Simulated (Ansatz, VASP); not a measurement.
**WS2, level by level in two programs**

```xyz
6
Lattice="3.1800 0.0000 0.0000 -1.5900 2.7540 0.0000 0.0000 0.0000 12.5000" Properties=species:S:1:pos:R:3 pbc="T T T"
W     1.5900    0.9180    9.3750
W     0.0000    1.8360    3.1250
S     1.5900    0.9180    4.6875
S     0.0000    1.8360   10.9375
S     1.5900    0.9180    1.5625
S     0.0000    1.8360    7.8125
```

Single points on this cell with VASP 6.6.1 and Ansatz 0.2.0. Each row is one pair of runs. Alike in all rows: spin: off; k mesh: 10 × 10 × 3; VASP's potentials, cutoff: VASP PAW PBE potentials, release 64 (W_sv, S), 520 eV; Ansatz's potentials, cutoff: Ansatz PAW, 420 eV.

```csv
level,smearing,"gap on the k mesh at the Fermi level (eV), VASP","gap on the k mesh at the Fermi level (eV), Ansatz","least direct gap on the mesh (eV), VASP","least direct gap on the mesh (eV), Ansatz","pressure (GPa), VASP","pressure (GPa), Ansatz"
PBE,"gaussian, width 0.011 eV",1.14,1.12,2.09,2.09,2.2,2.3
PBE,"gaussian, width 0.012 eV",1.14,1.12,2.09,2.09,2.2,2.3
PBE,"gaussian, width 0.013 eV",1.14,1.12,2.09,2.09,2.2,2.3
PBE,"gaussian, width 0.014 eV",1.14,1.12,2.09,2.09,2.2,2.3
```

Gap on the k mesh at the fermi level (eV): the two programs differ by at most 0.016; least direct gap on the mesh (eV): the two programs differ by at most 0.002; pressure (GPa): the two programs differ by at most 0.04.

Neither program's run includes spin-orbit coupling. Noted on Ansatz's runs: odd divisions of the mesh miss points on the zone boundary, where band edges often lie, so the gap on the mesh can be too wide.
